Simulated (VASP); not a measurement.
LiNbO3, 10 atoms in the cell. The structure is trigonal, space group R3c (No. 161). Conventional cell: a = 5.080 Å, b = 5.080 Å, c = 13.747 Å, α = 90.00°, β = 90.00°, γ = 120.00°. Li (site symmetry 3) has 6 O at 2.02 to 2.22 Å within 2.7 Å. Within 2.5 Å of Nb (site symmetry 3) lie 6 O at 1.86 to 2.11 Å. O (site symmetry 1) has 2 Nb at 1.86 to 2.11 Å and 2 Li at 2.02 to 2.22 Å within 2.5 Å. 

- Program: VASP 6.6.1
- Task: relaxation of shape and atoms at fixed volume
- Functional: PBE
- Potentials or basis: VASP PAW PBE potentials, release 64 (Li_sv, Nb_sv, O)
- Cutoff: 600 eV
- k mesh: 6 × 6 × 6
- Occupations: gaussian, width 0.02 eV
- Spin: no spin polarisation
- Dipole correction: no
- Further INCAR settings: ALGO = Normal; EDIFF = 1e-06; IBRION = 2; EDIFFG = -0.01; NSW = 50; ISIF = 4

Potentials or basis: VASP PAW PBE potentials, release 64 (Li_sv, Nb_sv, O).

Launch:

```bash
$ cat potpaw_PBE.64/Li_sv/POTCAR potpaw_PBE.64/Nb_sv/POTCAR potpaw_PBE.64/O/POTCAR > POTCAR
$ mpirun -np 1 vasp_std > vasp.out
```

Hardware: 1 thread of Intel(R) Xeon(R) 6975P-C (Granite Rapids), on a shared host.

How long does it take, and how much memory?

Wall time 14 min on 1 thread of Intel(R) Xeon(R) 6975P-C (Granite Rapids) (shared host), peak memory 0.4 GiB. Counts: scf iterations 61, k points 32, ion steps 10.
